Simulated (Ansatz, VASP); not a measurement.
**Two plane-wave programs on Cd**

File INCAR:

```
SYSTEM = Cd
PREC = Accurate ; ENCUT = 520
EDIFF = 1E-6 ; ISMEAR = 0
SIGMA = 0.1 ; LREAL = .FALSE.
LASPH = .TRUE. ; NELM = 80
ALGO = Normal ; ISIF = 2
LWAVE = .FALSE. ; LCHARG = .FALSE.
GGA = PE ; NBANDS = 12
```

File KPOINTS:

```
regular mesh
0
G
  16 16 16
  0 0 0
```

POSCAR

```
Cd
1.0
    0.0000000000      2.2764734925      2.2764734925
    2.2764734925      0.0000000000      2.2764734925
    2.2764734925      2.2764734925      0.0000000000
Cd
1
Direct
    0.0000000000      0.0000000000      0.0000000000
```

Input for Ansatz:

```yaml
crystal:
  lattice:
    - [0.0, 2.2764734925, 2.2764734925]
    - [2.2764734925, 0.0, 2.2764734925]
    - [2.2764734925, 2.2764734925, 0.0]
  atoms:
    - { symbol: Cd, position: [0.0, 0.0, 0.0] }
basis:
  ecutwfc: 420
kpoints:
  mp_grid: { grid: [16, 16, 16] }
hamiltonian:
  xc: pbe
scf:
  occupations: { method: gaussian, width: 0.1 }
output:
  forces: true
  stress: true
  eigenvalues: true
```

Alike in both runs: task single point; functional PBE; k mesh 16 × 16 × 16; occupations gaussian, width 0.1 eV; no spin polarisation.

|  | VASP | Ansatz |
| --- | --- | --- |
| version | VASP 6.6.1 | Ansatz 0.2.0 |
| potentials or method | VASP PAW PBE potentials, release 64 (Cd), cutoff 520 eV | scalar-relativistic, plane waves, PAW |
| valence electrons in the cell | 12 | 20 |

|  | VASP | Ansatz | Ansatz less VASP |
| --- | --- | --- | --- |
| gap on the k mesh at the Fermi level (eV) | none | none | - |
| pressure (GPa) | -0.9 | -1.1 | -0.21 |

A gap of «none» marks a metal or a gap that the smearing closes. VASP's potentials hold 12 valence electrons a cell and Ansatz's 20, so a difference there can come from the potentials and not from the codes.
